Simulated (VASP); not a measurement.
Runs of VASP 6.6.1 on C. The structure is that of space group Fmmm (No. 69), or close to it. The cells are those of the table. 

```csv
cell,gap on the mesh (eV),pressure (GPa),largest force (eV/Å)
"a = 3.967, b = 3.566, c = 2.456 Å, angles 80.1, 62.3, 37.6°, 2 atoms",0.32,-3.0,0.04
"a = 4.070, b = 3.659, c = 2.520 Å, angles 80.1, 62.3, 37.6°, 2 atoms",0.34,-21.7,0.03
"a = 3.858, b = 3.468, c = 2.389 Å, angles 80.1, 62.3, 37.6°, 2 atoms",0.30,(a),0.04
"a = 4.019, b = 3.613, c = 2.488 Å, angles 80.1, 62.3, 37.6°, 2 atoms",0.33,(c),0.03
"a = 3.913, b = 3.518, c = 2.423 Å, angles 80.1, 62.3, 37.6°, 2 atoms",0.31,(b),0.04
```

Alike in all rows: task single point; level LDA; potentials or basis VASP PAW LDA potentials, release 64 (C); no spin polarisation; k mesh 14 × 14 × 14; cutoff (eV) 520; smearing gaussian 0.1 eV.

Q: Estimate the missing entries.

A: (a) 24.0; (b) 9.2; (c) -13.2.

A k mesh can miss the band edges.
